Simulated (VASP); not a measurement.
The system is AlP.

```xyz
2
Lattice="0.0000 2.7255 2.7255 2.7255 0.0000 2.7255 2.7255 2.7255 0.0000" Properties=species:S:1:pos:R:3 pbc="T T T"
Al    0.0000    0.0000    0.0000
P     1.3627    1.3627    1.3627
```

- Program: VASP 6.6.1
- Task: relaxation of cell and atoms
- Functional: PBE
- Potentials or basis: VASP PAW PBE potentials, release 64 (Al, P)
- Cutoff: 500 eV
- k mesh: 6 × 6 × 6
- Occupations: gaussian, width 0.01 eV
- Spin: no spin polarisation

At the start: pressure 2.7 GPa; volume 20.25 Å³/atom.

Problem. How do energy, volume and symmetry change on relaxing?

Solution. Over 3 steps the energy falls by 5.1 meV/atom and the volume is 20.87 Å³/atom (+3.1 %); space group F-43m (No. 216, to 0.05 Å).

The path:
```
step  energy change (eV)  largest force (eV/Å)  pressure (GPa)  volume (Å³)
   1              0.0000                0.0000            2.67        40.49
   2             -0.0065                0.0000           -1.45        42.50
   3             -0.0101                0.0000            0.00        41.74
```

Final structure:
```
CELL_PARAMETERS angstrom
0.00000 2.75313 2.75313
2.75313 0.00000 2.75313
2.75313 2.75313 0.00000
ATOMIC_POSITIONS crystal
Al 0.00000 0.00000 0.00000
P 0.25000 0.25000 0.25000
```
